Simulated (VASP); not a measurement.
Wanted: the native input for a VASP 6.6.1 run.

```
Task                   : single point
Functional             : LDA
Potentials or basis    : VASP PAW LDA potentials, release 64 (Cs_sv)
Cutoff                 : 520 eV
k mesh                 : 8 × 8 × 8
Occupations            : fermi-dirac, width 0.03 eV
Spin                   : no spin polarisation
Dipole correction      : no
Further INCAR settings : ALGO = Normal; EDIFF = 1e-06; NBANDS = 10
```

The structure of Cs lies in POSCAR:

```
Cs
1.0
   -2.8840810378      2.8840810378      2.8840810378
    2.8840810378     -2.8840810378      2.8840810378
    2.8840810378      2.8840810378     -2.8840810378
Cs
1
Direct
    0.0000000000      0.0000000000      0.0000000000
```

These files were run (other wordings do the same):

INCAR

```
SYSTEM = Cs
PREC     = Accurate       ! precision mode
ENCUT    = 520            ! plane-wave cutoff, eV
EDIFF    = 1E-6           ! SCF threshold, eV
ISMEAR   = -1             ! smearing method
SIGMA    = 0.03           ! smearing width, eV
LREAL    = .False.        ! projectors in reciprocal space
LASPH    = .True.         ! aspherical terms in the spheres
NELM     = 100            ! most SCF steps
ALGO     = Normal         ! electronic algorithm
ISIF     = 2              ! what is computed and relaxed
LWAVE    = .False.        ! write WAVECAR
LCHARG   = .True.         ! write CHGCAR
GGA      = CA             ! functional
LELF     = .True.         ! ELF
LVHAR    = .True.       
NBANDS   = 10             ! bands
```

KPOINTS

```
regular mesh
0
Gamma
  8 8 8
  0 0 0
```

Potentials or basis: VASP PAW LDA potentials, release 64 (Cs_sv).

Launch:

```bash
$ cat potpaw_LDA.64/Cs_sv/POTCAR > POTCAR
$ mpirun -np 1 vasp_std > vasp.out
```

It gave:

The pressure is 0.0 GPa.

Run time: 20 s on 1 thread of Intel Xeon 6975P-C, on a shared host, peak memory 0.19 GiB.
